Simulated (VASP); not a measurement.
# LiTlSe2 (P-4m2) in VASP: further runs

Aim: see how the results for LiTlSe2 move with the level of theory and the settings. Levels: r2SCAN, PBE. Tasks: single point, relaxation of cell and atoms.

Program: VASP 6.6.1. These are calculated values, not measurements. Logs are shortened: lines on timing, memory, paths and dates and some standing lists are left out, and cuts for length are marked.

## (1) The cell of the first run

Symmetry: P-4m2, No. 115, tetragonal system. The conventional cell has a = 4.264 Å, b = 4.264 Å, c = 5.980 Å, α = 90.00°, β = 90.00°, γ = 90.00°. Within 3.3 Å of Li (site symmetry -4m2) lie 4 Se at 2.53 Å. Se (site symmetry 2mm) has 2 Li at 2.53 Å and 2 Tl at 2.68 Å within 3.3 Å. Within 3.5 Å of Tl (site symmetry -4m2) lie 4 Se at 2.68 Å.

## (2) Single point, r2SCAN

POSCAR reads:

```
LiTlSe2
1.0
    4.2639248188      0.0000000000      0.0000000000
    0.0000000000      4.2639248188      0.0000000000
    0.0000000000      0.0000000000      5.9802485742
Li Se Tl
1 2 1
Direct
    0.0000000000      0.0000000000      0.0000000000
    0.0000000000      0.5000000000      0.2292133877
    0.5000000000      0.0000000000      0.7707866123
    0.5000000000      0.5000000000      0.5000000000
```

INCAR.step1 reads:

```
PREC = Accurate
ENCUT = 520
ISMEAR = -1
SIGMA = 0.02
LREAL = F
LASPH = T
NELM = 60
NBANDS = 22
GGA = PE
ALGO = Normal
EDIFF = 1E-4
LWAVE = T
LCHARG = F
```

INCAR.step2 reads:

```
PREC = Accurate
ENCUT = 520
EDIFF = 1E-6
ISMEAR = -1
SIGMA = 0.02
LREAL = F
LASPH = T
NELM = 60
ALGO = Normal
ISIF = 2
LWAVE = F
LCHARG = F
METAGGA = R2SCAN
LMIXTAU = T
NBANDS = 22
ISTART = 1
```

KPOINTS reads:

```
Automatic mesh
0
Gamma
  6 6 4
```

Potentials or basis: VASP PAW PBE potentials, release 64 (Li_sv, Se, Tl_d).

The run is started by

```
> cat potpaw_PBE.64/Li_sv/POTCAR potpaw_PBE.64/Se/POTCAR potpaw_PBE.64/Tl_d/POTCAR > POTCAR
> cp INCAR.step1 INCAR
> mpirun -np 1 vasp_std > vasp.out
> cp INCAR.step2 INCAR
> mpirun -np 1 vasp_std > vasp.out
```

OUTCAR:

```text
PREC = Accurate
   ENCUT = 520
   EDIFF = 1E-6
   ISMEAR = -1
   LREAL = F
   LASPH = T
   NELM = 60
   ISIF = 2
   METAGGA = R2SCAN
   ISTART = 1

 ion  position               nearest neighbor table
   1  0.000  0.000  0.000-   2 2.53   3 2.53   2 2.53   3 2.53
   2  0.000  0.500  0.229-   1 2.53   1 2.53   4 2.68   4 2.68
   3  0.500  0.000  0.771-   1 2.53   1 2.53   4 2.68   4 2.68
   4  0.500  0.500  0.500-   2 2.68   3 2.68   3 2.68   2 2.68

  LATTYP: Found a simple tetragonal cell.
 ALAT       =     4.2639248188
 C/A-ratio  =     1.4025220491

  Lattice vectors:

 A1 = (   4.2639248188,   0.0000000000,   0.0000000000)
 A2 = (   0.0000000000,   4.2639248188,   0.0000000000)
 A3 = (   0.0000000000,   0.0000000000,   5.9802485742)

Analysis of symmetry for initial positions (statically):
=====================================================================
 Subroutine PRICEL returns:
 Original cell was already a primitive cell.

 Routine SETGRP: Setting up the symmetry group for a
 simple tetragonal supercell.

 Subroutine GETGRP returns: Found  8 space group operations
 (whereof  8 operations were pure point group operations)
 out of a pool of 16 trial point group operations.

The static configuration has the point symmetry D_2d.

Analysis of symmetry for dynamics (positions and initial velocities):
=====================================================================
 Subroutine PRICEL returns:
 Original cell was already a primitive cell.

 Routine SETGRP: Setting up the symmetry group for a
 simple tetragonal supercell.

 Subroutine GETGRP returns: Found  8 space group operations
 (whereof  8 operations were pure point group operations)
 out of a pool of 16 trial point group operations.

The dynamic configuration has the point symmetry D_2d.

 Subroutine INISYM returns: Found  8 space group operations
 (whereof  8 operations are pure point group operations),
 and found     1 'primitive' translations

----------------------------------------------------------------------------------------

                                     Primitive cell

  volume of cell :     108.7272

  direct lattice vectors                    reciprocal lattice vectors
     4.263924819  0.000000000  0.000000000     0.234525711  0.000000000  0.000000000
     0.000000000  4.263924819  0.000000000     0.000000000  0.234525711  0.000000000
     0.000000000  0.000000000  5.980248574     0.000000000  0.000000000  0.167217129

  length of vectors
     4.263924819  4.263924819  5.980248574     0.234525711  0.234525711  0.167217129

  position of ions in fractional coordinates (direct lattice)
     0.000000000  0.000000000  0.000000000
     0.000000000  0.500000000  0.229213388
     0.500000000  0.000000000  0.770786612
     0.500000000  0.500000000  0.500000000

  ion indices of the primitive-cell ions
   primitive index   ion index
                 1           1
                 2           2
                 3           3
                 4           4

----------------------------------------------------------------------------------------

 KPOINTS: Automatic mesh

Automatic generation of k-mesh.
 Grid dimensions read from file:
 generate k-points for:    6    6    4

 Generating k-lattice:

  Cartesian coordinates                     Fractional coordinates (reciprocal lattice)
     0.039087619  0.000000000  0.000000000     0.166666667  0.000000000  0.000000000
     0.000000000  0.039087619  0.000000000     0.000000000  0.166666667  0.000000000
     0.000000000  0.000000000  0.041804282     0.000000000  0.000000000  0.250000000

  Length of vectors
     0.039087619  0.039087619  0.041804282

  Shift w.r.t. Gamma in fractional coordinates (k-lattice)
     0.000000000  0.000000000  0.000000000

 Subroutine IBZKPT returns following result:
 ===========================================

 Found     30 irreducible k-points:

 Following reciprocal coordinates:
            Coordinates               Weight
  0.000000  0.000000  0.000000      1.000000
  0.166667  0.000000  0.000000      4.000000
  0.333333  0.000000  0.000000      4.000000
  0.500000  0.000000  0.000000      2.000000
  0.166667  0.166667  0.000000      4.000000
  0.333333  0.166667  0.000000      8.000000
[... 16 lines left out ...]
  0.333333  0.000000  0.500000      4.000000
  0.500000  0.000000  0.500000      2.000000
 [... further k-points ...]
   k-points           NKPTS =     30   k-points in BZ     NKDIM =     30   number of bands    NBANDS=     22
   number of dos      NEDOS =    301   number of ions     NIONS =      4
   total plane-waves  NPLWV =  49152
   dimension x,y,z NGX =    32 NGY =   32 NGZ =   48
   dimension x,y,z NGXF=    64 NGYF=   64 NGZF=   96
   ions per type =               1   2   1
   NGX,Y,Z   is equivalent  to a cutoff of  12.48, 12.48, 13.34 a.u.
   NGXF,Y,Z  is equivalent  to a cutoff of  24.95, 24.95, 26.69 a.u.
 SYSTEM =  unknown system
   PREC   = accura    normal or accurate (medium, high low for compatibility)
   ISTART =      1    job   : 0-new  1-cont  2-samecut
   ICHARG =      0    charge: 1-file 2-atom 10-const
   ISPIN  =      1    spin polarized calculation?
   LNONCOLLINEAR =      F non collinear calculations
   LSORBIT =      F    spin-orbit coupling
   LASPH  =      T    aspherical Exc in radial PAW
   ENCUT  =  520.0 eV  38.22 Ry    6.18 a.u.   7.93  7.93 11.12*2*pi/ulx,y,z
   NELM   =     60;   NELMIN=  2; NELMDL=  0     # of ELM steps
   EDIFF  = 0.1E-05   stopping-criterion for ELM
   LREAL  =      F    real-space projection
   EDIFFG = 0.1E-04   stopping-criterion for IOM
   NSW    =      0    number of steps for IOM
   IBRION =     -1    ionic relax: 0-MD 1-quasi-New 2-CG
   NFREE  =      0    steps in history (QN), initial steepest desc. (CG)
   ISIF   =      2    stress and relaxation
   ISYM   =      2    0-nonsym 1-usesym 2-fastsym
   POTIM  = 0.5000    time-step for ionic-motion
   TEBEG  =    0.0;   TEEND  =   0.0 temperature during run
   PSTRESS=    0.0 pullay stress
   NELECT =      28.0000    total number of electrons
   NUPDOWN=      -1.0000    fix difference up-down
   EMIN   =  10.00;   EMAX   =-10.00  energy-range for DOS
   EFERMI =   0.00;   METHOD = LEGACY
   ISMEAR =    -1;   SIGMA  =   0.02  broadening in eV -4-tet -1-fermi 0-gaus
   EFERMI_NEDOS =   21; number of points for ismear=-14 and -15
   IALGO  =     38    algorithm
   IMIX   =      4    mixing-type and parameters
     AMIX     =   0.40;   BMIX     =  1.00
     AMIX_MAG =   1.60;   BMIX_MAG =  1.00
  volume/ion in A,a.u.               =      27.18       183.43
  Fermi-wavevector in a.u.,A,eV,Ry     =   1.041553  1.968250 14.760046  1.084833
  Thomas-Fermi vector in A             =   2.176179
   LORBIT       =      0    0 simple, 1 ext, 2 COOP (PROOUT), +10 PAW based schemes
   METAGGA = R2SCAN    functional components
   LHFCALC =     F    Hartree Fock is set to
   AEXX    =    0.0000 exact exchange contribution
   IVDW    =     0    specifies the selected vdW correction
   LEPSILON=     F    determine dielectric tensor
   LRPA    =     F    only Hartree local field effects (RPA)
 non-spin polarized calculation
  energy-cutoff  :      520.00
  volume of cell :      108.73
 maximum number of plane-waves:      2954
 NGX is ok and might be reduce to    32
   NGX = 15   NGY = 15   NGZ = 23

 number of electron      27.9999999 magnetization

 Free energy of the ion-electron system (eV)
  ---------------------------------------------------
  ext. energy  EPLUGINS =         0.00000000
  ---------------------------------------------------
  free energy    TOTEN  =       -87.15786079 eV

  energy without entropy =      -87.15786079  energy(sigma->0) =      -87.15786079

 E-fermi :   1.7874     XC(G=0):  -8.8574

 val. band max:        1.4244449233   @ k =   0.0000   0.0000   0.0000
 cond. band min:       2.1357562910   @ k =   0.0000   0.0000   0.0000
 fundamental gap:      0.7113113676
 Fermi energy:         1.7874047575

 k-point     1 :       0.0000    0.0000    0.0000
  band No.  band energies     occupation
      1     -44.5367      2.00000
      2     -11.4043      2.00000
      3     -11.1024      2.00000
      4      -9.7327      2.00000
      5      -9.7327      2.00000
      6      -9.6000      2.00000
[... 14 lines left out ...]
     21      11.1542      0.00000
     22      12.9125      0.00000

 k-point     2 :       0.1667    0.0000    0.0000
  band No.  band energies     occupation
      1     -44.5366      2.00000
      2     -11.3584      2.00000
      3     -11.1081      2.00000
      4      -9.7307      2.00000
      5      -9.6826      2.00000
      6      -9.5779      2.00000
[... 14 lines left out ...]
     21      11.1218      0.00000
     22      11.8777      0.00000

 k-point     3 :       0.3333    0.0000    0.0000
  band No.  band energies     occupation
      1     -44.5366      2.00000
      2     -11.2639      2.00000
      3     -11.1296      2.00000
      4      -9.7267      2.00000
      5      -9.6201      2.00000
      6      -9.5183      2.00000
[... 14 lines left out ...]
     21      10.6181      0.00000
     22      10.6430      0.00000

 k-point     4 :       0.5000    0.0000    0.0000
  band No.  band energies     occupation
      1     -44.5365      2.00000
      2     -11.2035      2.00000
      3     -11.1571      2.00000
      4      -9.7246      2.00000
      5      -9.6075      2.00000
      6      -9.5279      2.00000
[... 14 lines left out ...]
     21      10.1207      0.00000
     22      10.6898      0.00000

 k-point     5 :       0.1667    0.1667    0.0000
  band No.  band energies     occupation
      1     -44.5366      2.00000
      2     -11.3181      2.00000
      3     -11.1114      2.00000
      4      -9.7247      2.00000
      5      -9.6362      2.00000
      6      -9.5458      2.00000
[... 417 lines left out ...]
 k-point    22 :       0.1667    0.0000    0.5000
  band No.  band energies     occupation
      1     -44.5366      2.00000
      2     -11.2623      2.00000
      3     -11.1496      2.00000
      4      -9.7330      2.00000
      5      -9.6615      2.00000
      6      -9.5775      2.00000
[... 14 lines left out ...]
     21       9.4154      0.00000
     22      10.4675      0.00000

 k-point    23 :       0.3333    0.0000    0.5000
  band No.  band energies     occupation
      1     -44.5365      2.00000
      2     -11.2300      2.00000
      3     -11.1416      2.00000
      4      -9.7285      2.00000
      5      -9.6003      2.00000
      6      -9.5181      2.00000
[... 14 lines left out ...]
     21       9.7058      0.00000
     22      10.3023      0.00000

 k-point    24 :       0.5000    0.0000    0.5000
  band No.  band energies     occupation
      1     -44.5365      2.00000
      2     -11.2142      2.00000
      3     -11.1413      2.00000
      4      -9.7263      2.00000
      5      -9.5927      2.00000
      6      -9.5276      2.00000
[... 14 lines left out ...]
     21      10.0955      0.00000
     22      10.3925      0.00000

 [... further k-points ...]

------------------------ aborting loop because EDIFF is reached ----------------------------------------

  FORCE on cell =-STRESS in cart. coord.  units (eV):
  Direction    XX          YY          ZZ          XY          YZ          ZX
  --------------------------------------------------------------------------------------
  -------------------------------------------------------------------------------------
  Total       -0.0170045     -0.0170045     -0.0290956      0.0000000      0.0000000     -0.0000000
  in kB       -0.2505747     -0.2505747     -0.4287454      0.0000000      0.0000000     -0.0000000
  external PRESSURE =      -0.3099649 kB  Pullay stress =       0.0000000 kB

 VOLUME and BASIS-vectors are now :
 -----------------------------------------------------------------------------
  energy-cutoff  :      520.00
  volume of cell :      108.73
      direct lattice vectors                 reciprocal lattice vectors
     4.263924819  0.000000000  0.000000000     0.234525711  0.000000000  0.000000000
     0.000000000  4.263924819  0.000000000     0.000000000  0.234525711  0.000000000
     0.000000000  0.000000000  5.980248574     0.000000000  0.000000000  0.167217129

 POSITION                                       TOTAL-FORCE (eV/Angst)
 -----------------------------------------------------------------------------------
      0.00000      0.00000      0.00000        -0.000000      0.000000      0.000000
      0.00000      2.13196      1.37075        -0.000000      0.000000     -0.013893
      2.13196      0.00000      4.60950        -0.000000      0.000000      0.013893
      2.13196      2.13196      2.99012         0.000000     -0.000000      0.000000
 -----------------------------------------------------------------------------------
    total drift:                                0.000000      0.000000     -0.000000

  FREE ENERGIE OF THE ION-ELECTRON SYSTEM (eV)
  ---------------------------------------------------
  free  energy   TOTEN  =       -87.1578607930 eV

  energy  without entropy=      -87.1578607927  energy(sigma->0) =      -87.15786079
```

It took 97 s on 1 thread of Intel Xeon 6975P-C (Granite Rapids), shared host; peak memory 0.26 GiB.

What came out:

```yaml
Free_energy: -87.1579 eV
Largest_force: 0.014 eV/Å
Band_gap_on_the_k_mesh: 0.71 eV
```

Forces in eV/Å, atoms in the order of the input:
```
Li   0.000  0.000  0.000
Se   0.000  0.000 -0.014
Se   0.000  0.000  0.014
Tl   0.000  0.000  0.000
```

Caveat: the cutoff is under 1.25 times the usual one of these potentials, so pressure, stress and relaxed cells hold a basis-set (Pulay) error; the PAW data sets were made with another functional, which shifts forces and pressure a little; spin-orbit coupling is left out, which moves the levels of the heavy elements.

## (3) Single point, r2SCAN

POSCAR is that of step 2.

INCAR.step1 reads:

```
ALGO     = Normal         # electronic algorithm
EDIFF    = 1E-4           # SCF threshold, eV
ENCUT    = 520            # plane-wave cutoff, eV
GGA      = PE             # functional
ISMEAR   = 0              # smearing method
LASPH    = T              # aspherical terms in the spheres
LCHARG   = F              # write CHGCAR
LREAL    = F              # projectors in reciprocal space
LWAVE    = T              # write WAVECAR
NBANDS   = 22             # bands
NELM     = 60             # most SCF steps
PREC     = Accurate       # precision mode
SIGMA    = 0.01           # smearing width, eV
```

INCAR.step2 reads:

```
ALGO     = Normal         # electronic algorithm
EDIFF    = 1E-6           # SCF threshold, eV
ENCUT    = 520            # plane-wave cutoff, eV
ISIF     = 2              # what is computed and relaxed
ISMEAR   = 0              # smearing method
ISTART   = 1            
LASPH    = T              # aspherical terms in the spheres
LCHARG   = T              # write CHGCAR
LELF     = T              # ELF
LMIXTAU  = T            
LREAL    = F              # projectors in reciprocal space
LVHAR    = T            
LWAVE    = F              # write WAVECAR
METAGGA  = R2SCAN         # meta-GGA
NBANDS   = 22             # bands
NELM     = 60             # most SCF steps
PREC     = Accurate       # precision mode
SIGMA    = 0.01           # smearing width, eV
```

KPOINTS reads:

```
k-points
0
Gamma
  6 6 4
```

Potentials or basis: VASP PAW PBE potentials, release 64 (Li_sv, Se, Tl_d).

The run is started by

```
> cat potpaw_PBE.64/Li_sv/POTCAR potpaw_PBE.64/Se/POTCAR potpaw_PBE.64/Tl_d/POTCAR > POTCAR
> cp INCAR.step1 INCAR
> mpirun -np 1 vasp_std > vasp.out
> cp INCAR.step2 INCAR
> mpirun -np 1 vasp_std > vasp.out
```

Wall time 93 s (1 thread of Intel Xeon 6975P-C (Granite Rapids), shared host); peak memory 0.27 GiB.

Results (log left out):

* Free energy: -87.1579 eV
* Largest force: 0.014 eV/Å
* Band gap on the k mesh: 0.71 eV

Forces on the atoms (eV/Å):
```
Li   0.000  0.000  0.000
Se   0.000  0.000 -0.014
Se   0.000  0.000  0.014
Tl   0.000  0.000  0.000
```

Levels at points of the mesh, in eV from the valence-band top:
```
           k point  band 10  band 11  band 12  band 13  band 14  band 15  band 16  band 17  band 18  band 19
(0.00, 0.00, 0.00)    -1.72    -1.72    -0.22     0.00     0.00     0.71     3.63     5.69     6.29     6.29
(0.50, 0.00, 0.00)    -2.19    -2.12    -1.67    -0.98    -0.47     2.46     5.82     5.96     6.86     6.88
(0.50, 0.50, 0.00)    -2.16    -2.01    -1.73    -1.73    -1.11     1.85     3.62     3.62     7.03     9.93
(0.00, 0.00, 0.50)    -1.37    -1.22    -1.22    -0.71    -0.71     2.29     3.78     5.50     7.27     7.27
(0.50, 0.00, 0.50)    -3.05    -0.91    -0.87    -0.54    -0.46     1.02     5.43     6.10     6.61     7.31
(0.50, 0.50, 0.50)    -2.89    -2.05    -2.05    -1.71    -1.51     3.36     5.61     5.61     7.55     7.55
```

Caveat: the cutoff is under 1.25 times the usual one of these potentials, so pressure, stress and relaxed cells hold a basis-set (Pulay) error; the PAW data sets were made with another functional, which shifts forces and pressure a little; spin-orbit coupling is left out, which moves the levels of the heavy elements.

(Continued in part 2 of 2.)
